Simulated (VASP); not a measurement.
# PtSe2 (P-3m1) in VASP: a series of runs, part 2 of 2

VASP 6.6.1.

### Step 4. Single point, PBEsol (19.26 Å³/atom)

This run uses another cell than the first one, of 19.26 Å³/atom.

INCAR

```
PREC     = Accurate       # precision mode
ENCUT    = 520            # plane-wave cutoff, eV
EDIFF    = 1E-7           # SCF threshold, eV
ISMEAR   = 0              # smearing method
SIGMA    = 0.1            # smearing width, eV
LREAL    = False          # projectors in reciprocal space
LASPH    = True           # aspherical terms in the spheres
NELM     = 60             # most SCF steps
ALGO     = Normal         # electronic algorithm
ISIF     = 2              # what is computed and relaxed
LWAVE    = False          # write WAVECAR
LCHARG   = False          # write CHGCAR
GGA      = PS             # functional
NBANDS   = 18             # bands
```

KPOINTS

```
Automatic mesh
0
Gamma
  12 12 8
```

POSCAR

```
PtSe2
1.0
    3.7513946793      0.0000000000      0.0000000000
   -1.8756973396      3.2488030919      0.0000000000
    0.0000000000      0.0000000000      4.7409058946
Pt Se
1 2
Direct
    0.0000000000      0.0000000000      0.0000000000
    0.3333333333      0.6666666667      0.2668610778
    0.6666666667      0.3333333333      0.7331389222
```

On the command line:

```
$ cat potpaw_PBE.64/Pt/POTCAR potpaw_PBE.64/Se/POTCAR > POTCAR
$ mpirun -np 1 vasp_std > vasp.out
```

Wall time 2.7 min (1 thread of Intel Xeon 8259CL, shared host); peak memory 0.27 GiB.

The run converged. Its results:

| Property | Result |
| --- | --- |
| Free energy | -15.8979 eV |
| Pressure | 1.8 GPa |
| Largest force | 0.006 eV/Å |
| Band gap on the k mesh | zero (bands 11 and 12 overlap by 0.94 eV) |

Forces on the atoms (eV/Å):
```
Pt   0.000  0.000  0.000
Se   0.000  0.000  0.006
Se   0.000  0.000 -0.006
```

Levels at points of the mesh, in eV from the Fermi level:
```
           k point  band 7  band 8  band 9  band 10  band 11  band 12  band 13  band 14  band 15  band 16
(0.00, 0.00, 0.00)   -3.90   -2.50   -1.03    -1.03     0.88     1.04     1.04     3.11     4.17     7.18
(0.50, 0.00, 0.00)   -3.89   -3.76   -3.41    -3.34    -2.98     0.49     2.63     5.07     6.10     6.98
(0.00, 0.00, 0.50)   -3.96   -2.99   -1.80    -1.80    -1.70     2.43     2.43     4.93     6.46     6.46
(0.50, 0.00, 0.50)   -3.44   -3.44   -3.15    -2.67    -1.10     0.57     1.51     4.80     5.07     7.77
```

Caveat: the PAW data sets were made with another functional, which shifts forces and pressure a little; spin-orbit coupling is left out, which moves the levels of the heavy elements.

### Step 5. Single point, PBEsol (20.45 Å³/atom)

This run uses another cell than the first one, of 20.45 Å³/atom.

INCAR

```
SYSTEM = PtSe2
PREC = Accurate ; ENCUT = 520
EDIFF = 1E-6 ; ISMEAR = 0
SIGMA = 0.1 ; LREAL = .FALSE.
LASPH = .TRUE. ; NELM = 80
ALGO = Normal ; ISIF = 2
LWAVE = .FALSE. ; LCHARG = .FALSE.
GGA = PS ; NBANDS = 18
```

KPOINTS

```
Automatic mesh
0
G
  12 12 8
  0 0 0
```

POSCAR

```
PtSe2
1.0
    3.7647716222      0.0000000000      0.0000000000
   -1.8823858111      3.2603878643      0.0000000000
    0.0000000000      0.0000000000      4.9984467403
Pt Se
1 2
Direct
    0.0000000000      0.0000000000      0.0000000000
    0.3333333333      0.6666666667      0.2541963281
    0.6666666667      0.3333333333      0.7458036719
```

Potentials or basis: VASP PAW PBE potentials, release 64 (Pt, Se).

On the command line:

```
$ cat potpaw_PBE.64/Pt/POTCAR potpaw_PBE.64/Se/POTCAR > POTCAR
$ mpirun -np 1 vasp_std > vasp.out
```

OUTCAR:

```text
SYSTEM = PtSe2
   PREC = Accurate
   ENCUT = 520
   EDIFF = 1E-6
   ISMEAR = 0
   LREAL = .FALSE.
   LASPH = .TRUE.
   NELM = 80
   ISIF = 2
   GGA = PS

 ion  position               nearest neighbor table
   1  0.000  0.000  0.000-   2 2.52   3 2.52   3 2.52   2 2.52   3 2.52   2 2.52
   2  0.333  0.667  0.254-   1 2.52   1 2.52   1 2.52
   3  0.667  0.333  0.746-   1 2.52   1 2.52   1 2.52

  LATTYP: Found a hexagonal cell.
 ALAT       =     3.7647716222
 C/A-ratio  =     1.3276892311

  Lattice vectors:

 A1 = (   3.7647716222,   0.0000000000,   0.0000000000)
 A2 = (  -1.8823858111,   3.2603878643,   0.0000000000)
 A3 = (   0.0000000000,   0.0000000000,   4.9984467403)

Analysis of symmetry for initial positions (statically):
=====================================================================
 Subroutine PRICEL returns:
 Original cell was already a primitive cell.

 Routine SETGRP: Setting up the symmetry group for a
 hexagonal supercell.

 Subroutine GETGRP returns: Found 12 space group operations
 (whereof 12 operations were pure point group operations)
 out of a pool of 24 trial point group operations.

The static configuration has the point symmetry D_3d.

Analysis of symmetry for dynamics (positions and initial velocities):
=====================================================================
 Subroutine PRICEL returns:
 Original cell was already a primitive cell.

 Routine SETGRP: Setting up the symmetry group for a
 hexagonal supercell.

 Subroutine GETGRP returns: Found 12 space group operations
 (whereof 12 operations were pure point group operations)
 out of a pool of 24 trial point group operations.

The dynamic configuration has the point symmetry D_3d.

 Subroutine INISYM returns: Found 12 space group operations
 (whereof 12 operations are pure point group operations),
 and found     1 'primitive' translations

[... 107 lines left out ...]
   NELECT =      22.0000    total number of electrons
   NUPDOWN=      -1.0000    fix difference up-down
   EMIN   =  10.00;   EMAX   =-10.00  energy-range for DOS
   EFERMI =   0.00;   METHOD = LEGACY
   ISMEAR =     0;   SIGMA  =   0.10  broadening in eV -4-tet -1-fermi 0-gaus
   EFERMI_NEDOS =   21; number of points for ismear=-14 and -15
   IALGO  =     38    algorithm
   IMIX   =      4    mixing-type and parameters
     AMIX     =   0.40;   BMIX     =  1.00
     AMIX_MAG =   1.60;   BMIX_MAG =  1.00
  volume/ion in A,a.u.               =      20.45       138.01
  Fermi-wavevector in a.u.,A,eV,Ry     =   1.163058  2.197861 18.404656  1.352704
  Thomas-Fermi vector in A             =   2.299612
   LORBIT       =      0    0 simple, 1 ext, 2 COOP (PROOUT), +10 PAW based schemes
   GGA     = PS    functional components
   LHFCALC =     F    Hartree Fock is set to
   AEXX    =    0.0000 exact exchange contribution
   IVDW    =     0    specifies the selected vdW correction
   LEPSILON=     F    determine dielectric tensor
   LRPA    =     F    only Hartree local field effects (RPA)
 non-spin polarized calculation
 Gauss-broadening in eV      SIGMA  =   0.10
  energy-cutoff  :      520.00
  volume of cell :       61.35
 maximum number of plane-waves:      1668
   NGX = 13   NGY = 13   NGZ = 19

 number of electron      21.9999999 magnetization

 Free energy of the ion-electron system (eV)
  ---------------------------------------------------
  ext. energy  EPLUGINS =         0.00000000
  ---------------------------------------------------
  free energy    TOTEN  =       -15.90049126 eV

  energy without entropy =      -15.89624740  energy(sigma->0) =      -15.89836933

 E-fermi :   6.2285     XC(G=0): -10.7848

 val. band max:        6.2183359061   @ k =   0.0000   0.3333   0.2500
 cond. band min:       6.2317034433   @ k =   0.0000   0.2500   0.2500
 fundamental gap:      0.0133675372
 Fermi energy:         6.2285264479

 k-point     1 :       0.0000    0.0000    0.0000
  band No.  band energies     occupation
      1      -9.3422      2.00000
      2      -6.5054      2.00000
      3      -0.8271      2.00000
      4      -0.0788      2.00000
      5      -0.0788      2.00000
      6       2.3666      2.00000
[... 481 lines left out ...]
      5       0.3646      2.00000
      6       1.7505      2.00000
[... 10 lines left out ...]
     17      14.7070      0.00000
     18      14.7508      0.00000

 [... further k-points ...]
[... 5 lines left out ...]
  --------------------------------------------------------------------------------------
  -------------------------------------------------------------------------------------
  Total       -0.4025336     -0.4025336     -0.3981740      0.0000000     -0.0000000      0.0000000
  in kB      -10.5116233    -10.5116233    -10.3977770      0.0000000     -0.0000000      0.0000000
  external PRESSURE =     -10.4736745 kB  Pullay stress =       0.0000000 kB

 VOLUME and BASIS-vectors are now :
 -----------------------------------------------------------------------------
  energy-cutoff  :      520.00
  volume of cell :       61.35
      direct lattice vectors                 reciprocal lattice vectors
     3.764771622  0.000000000  0.000000000     0.265620362  0.153355987  0.000000000
    -1.882385811  3.260387864  0.000000000     0.000000000  0.306711975  0.000000000
     0.000000000  0.000000000  4.998446740     0.000000000  0.000000000  0.200062150

 POSITION                                       TOTAL-FORCE (eV/Angst)
 -----------------------------------------------------------------------------------
      0.00000      0.00000      0.00000         0.000000      0.000000      0.000000
     -0.00000      2.17359      1.27059        -0.000000      0.000000      0.011546
      1.88239      1.08680      3.72786         0.000000     -0.000000     -0.011546
 -----------------------------------------------------------------------------------
    total drift:                                0.000000     -0.000000      0.000000

  FREE ENERGIE OF THE ION-ELECTRON SYSTEM (eV)
  ---------------------------------------------------
  free  energy   TOTEN  =       -15.9004912630 eV

  energy  without entropy=      -15.8962474038  energy(sigma->0) =      -15.89836933
```

stdout:

```text
POSCAR found type information on POSCAR PtSe
 POSCAR found :  2 types and       3 ions
 scaLAPACK will be used
 -----------------------------------------------------------------------------
|                                                                             |
|                                                                             |
|     You enforced a specific xc type in the INCAR file but a different       |
|     I HOPE YOU KNOW WHAT YOU ARE DOING!                                     |
|                                                                             |
 -----------------------------------------------------------------------------

 LDA part: xc-table for (Slater+PW92), standard interpolation
 POSCAR, INCAR and KPOINTS ok, starting setup
 FFT: planning ... GRIDC
 FFT: planning ... GRID_SOFT
 FFT: planning ... GRID
 WAVECAR not read
 entering main loop
```

Run time: 2.7 min. Hardware: 1 thread of Intel Xeon 8259CL, shared host; peak memory 0.29 GiB.

Results:

- Free energy: -15.9005 eV
- Pressure: -1.0 GPa
- Largest force: 0.012 eV/Å
- Band gap on the k mesh: zero (bands 11 and 12 overlap by 0.58 eV)

Forces in eV/Å, atoms in the order of the input:
```
Pt   0.000  0.000  0.000
Se   0.000  0.000  0.012
Se   0.000  0.000 -0.012
```

Caveat: the PAW data sets were made with another functional, which shifts forces and pressure a little; spin-orbit coupling is left out, which moves the levels of the heavy elements.

### Step 6. Single point, PBEsol (21.05 Å³/atom)

This run uses another cell than the first one, of 21.05 Å³/atom.

INCAR

```
PREC = Accurate
ENCUT = 520
EDIFF = 1E-6
ISMEAR = 0
SIGMA = 0.1
LREAL = False
LASPH = True
NELM = 100
ALGO = Normal
ISIF = 2
LWAVE = False
LCHARG = False
GGA = PS
NBANDS = 18
```

KPOINTS

```
regular mesh
0
Gamma
  12 12 8
```

POSCAR

```
PtSe2
1.0
    3.7618642213      0.0000000000      0.0000000000
   -1.8809321107      3.2578699813      0.0000000000
    0.0000000000      0.0000000000      5.1519868921
Pt Se
1 2
Direct
    0.0000000000      0.0000000000      0.0000000000
    0.3333333333      0.6666666667      0.2471541202
    0.6666666667      0.3333333333      0.7528458798
```

Potentials or basis: VASP PAW PBE potentials, release 64 (Pt, Se).

On the command line:

```
$ cat potpaw_PBE.64/Pt/POTCAR potpaw_PBE.64/Se/POTCAR > POTCAR
$ mpirun -np 1 vasp_std > vasp.out
```

OUTCAR:

```text
PREC = Accurate
   ENCUT = 520
   EDIFF = 1E-6
   ISMEAR = 0
   LREAL = False
   LASPH = True
   NELM = 100
   ISIF = 2
   GGA = PS

 ion  position               nearest neighbor table
   1  0.000  0.000  0.000-   2 2.52   3 2.52   3 2.52   2 2.52   3 2.52   2 2.52
   2  0.333  0.667  0.247-   1 2.52   1 2.52   1 2.52
   3  0.667  0.333  0.753-   1 2.52   1 2.52   1 2.52

  LATTYP: Found a hexagonal cell.
 ALAT       =     3.7618642213
 C/A-ratio  =     1.3695302619

  Lattice vectors:

 A1 = (   3.7618642213,   0.0000000000,   0.0000000000)
 A2 = (  -1.8809321107,   3.2578699813,   0.0000000000)
 A3 = (   0.0000000000,   0.0000000000,   5.1519868921)

Analysis of symmetry for initial positions (statically):
=====================================================================
 Subroutine PRICEL returns:
 Original cell was already a primitive cell.

 Routine SETGRP: Setting up the symmetry group for a
 hexagonal supercell.

 Subroutine GETGRP returns: Found 12 space group operations
 (whereof 12 operations were pure point group operations)
 out of a pool of 24 trial point group operations.

The static configuration has the point symmetry D_3d.

Analysis of symmetry for dynamics (positions and initial velocities):
=====================================================================
 Subroutine PRICEL returns:
 Original cell was already a primitive cell.

 Routine SETGRP: Setting up the symmetry group for a
 hexagonal supercell.

 Subroutine GETGRP returns: Found 12 space group operations
 (whereof 12 operations were pure point group operations)
 out of a pool of 24 trial point group operations.

The dynamic configuration has the point symmetry D_3d.

 Subroutine INISYM returns: Found 12 space group operations
 (whereof 12 operations are pure point group operations),
 and found     1 'primitive' translations

[... 107 lines left out ...]
   NELECT =      22.0000    total number of electrons
   NUPDOWN=      -1.0000    fix difference up-down
   EMIN   =  10.00;   EMAX   =-10.00  energy-range for DOS
   EFERMI =   0.00;   METHOD = LEGACY
   ISMEAR =     0;   SIGMA  =   0.10  broadening in eV -4-tet -1-fermi 0-gaus
   EFERMI_NEDOS =   21; number of points for ismear=-14 and -15
   IALGO  =     38    algorithm
   IMIX   =      4    mixing-type and parameters
     AMIX     =   0.40;   BMIX     =  1.00
     AMIX_MAG =   1.60;   BMIX_MAG =  1.00
  volume/ion in A,a.u.               =      21.05       142.03
  Fermi-wavevector in a.u.,A,eV,Ry     =   1.151981  2.176928 18.055740  1.327059
  Thomas-Fermi vector in A             =   2.288635
   LORBIT       =      0    0 simple, 1 ext, 2 COOP (PROOUT), +10 PAW based schemes
   GGA     = PS    functional components
   LHFCALC =     F    Hartree Fock is set to
   AEXX    =    0.0000 exact exchange contribution
   IVDW    =     0    specifies the selected vdW correction
   LEPSILON=     F    determine dielectric tensor
   LRPA    =     F    only Hartree local field effects (RPA)
 non-spin polarized calculation
 Gauss-broadening in eV      SIGMA  =   0.10
  energy-cutoff  :      520.00
  volume of cell :       63.14
 maximum number of plane-waves:      1725
   NGX = 13   NGY = 13   NGZ = 19

 number of electron      21.9999995 magnetization

 Free energy of the ion-electron system (eV)
  ---------------------------------------------------
  ext. energy  EPLUGINS =         0.00000000
  ---------------------------------------------------
  free energy    TOTEN  =       -15.88570569 eV

  energy without entropy =      -15.88237106  energy(sigma->0) =      -15.88403837

 E-fermi :   5.9061     XC(G=0): -10.6080

 val. band max:        5.8905265077   @ k =  -0.0833   0.3333   0.2500
 cond. band min:       5.9129626973   @ k =   0.3333   0.3333   0.0000
 fundamental gap:      0.0224361897
 Fermi energy:         5.9060743938

 k-point     1 :       0.0000    0.0000    0.0000
  band No.  band energies     occupation
      1      -9.5433      2.00000
      2      -6.9135      2.00000
      3      -1.0275      2.00000
      4      -0.3751      2.00000
      5      -0.3751      2.00000
      6       2.0373      2.00000
[... 481 lines left out ...]
      5       0.0135      2.00000
      6       1.4591      2.00000
[... 10 lines left out ...]
     17      14.3571      0.00000
     18      14.3983      0.00000

 [... further k-points ...]
[... 5 lines left out ...]
  --------------------------------------------------------------------------------------
  -------------------------------------------------------------------------------------
  Total       -0.5926278     -0.5926278     -0.5722401      0.0000000      0.0000000     -0.0000000
  in kB      -15.0376863    -15.0376863    -14.5203560      0.0000000      0.0000000     -0.0000000
  external PRESSURE =     -14.8652429 kB  Pullay stress =       0.0000000 kB

 VOLUME and BASIS-vectors are now :
 -----------------------------------------------------------------------------
  energy-cutoff  :      520.00
  volume of cell :       63.14
      direct lattice vectors                 reciprocal lattice vectors
     3.761864221  0.000000000  0.000000000     0.265825650  0.153474510  0.000000000
    -1.880932111  3.257869981  0.000000000     0.000000000  0.306949021  0.000000000
     0.000000000  0.000000000  5.151986892     0.000000000  0.000000000  0.194099873

 POSITION                                       TOTAL-FORCE (eV/Angst)
 -----------------------------------------------------------------------------------
      0.00000      0.00000      0.00000         0.000000      0.000000      0.000000
     -0.00000      2.17191      1.27333        -0.000000     -0.000000      0.007882
      1.88093      1.08596      3.87865         0.000000      0.000000     -0.007882
 -----------------------------------------------------------------------------------
    total drift:                               -0.000000     -0.000000      0.000000

  FREE ENERGIE OF THE ION-ELECTRON SYSTEM (eV)
  ---------------------------------------------------
  free  energy   TOTEN  =       -15.8857056906 eV

  energy  without entropy=      -15.8823710564  energy(sigma->0) =      -15.88403837
```

Wall time 2 min (1 thread of Intel Xeon 8259CL, shared host); peak memory 0.29 GiB.

Results:

```
Free energy            : -15.8857 eV
Pressure               : -1.5 GPa
Largest force          : 0.008 eV/Å
Band gap on the k mesh : zero (bands 11 and 12 overlap by 0.37 eV)
```

Forces on the atoms (eV/Å):
```
Pt   0.000  0.000  0.000
Se   0.000  0.000  0.008
Se   0.000  0.000 -0.008
```

Caveat: the PAW data sets were made with another functional, which shifts forces and pressure a little; spin-orbit coupling is left out, which moves the levels of the heavy elements.

### Step 7. Overview

```csv
cell,k mesh,gap on the mesh (eV),pressure (GPa),largest force (eV/Å)
"a = 3.761, b = 6.148 Å, angles 127.7, 60.0, 107.8°, 3 atoms, atomic positions A",10 × 6 × 13,none,0.1,0.01
"a = 3.738, b = 3.738, c = 4.628 Å, angles 90.0, 90.0, 120.0°, 3 atoms, atomic positions B",12 × 12 × 8,none,4.4,0.01
"a = 3.751, b = 3.751, c = 4.741 Å, angles 90.0, 90.0, 120.0°, 3 atoms, atomic positions C",12 × 12 × 8,none,1.8,0.01
"a = 3.765, b = 3.765, c = 4.998 Å, angles 90.0, 90.0, 120.0°, 3 atoms, atomic positions D",12 × 12 × 8,none,-1.0,0.01
"a = 3.762, b = 3.762, c = 5.152 Å, angles 90.0, 90.0, 120.0°, 3 atoms, atomic positions E",12 × 12 × 8,none,-1.5,0.01
```

Alike in all rows: task single point; level PBEsol; potentials or basis VASP PAW PBE potentials, release 64 (Pt, Se); no spin polarisation; cutoff (eV) 520; smearing gaussian 0.1 eV.

Caveats: the PAW data sets were made with another functional, which shifts forces and pressure a little; spin-orbit coupling is left out, which moves the levels of the heavy elements; the cell stands under pressure (at least some runs).

Absolute energies hang on the potentials; compare differences alone.

The gap in the log of VASP goes by the Fermi energy; the results here count the filled bands.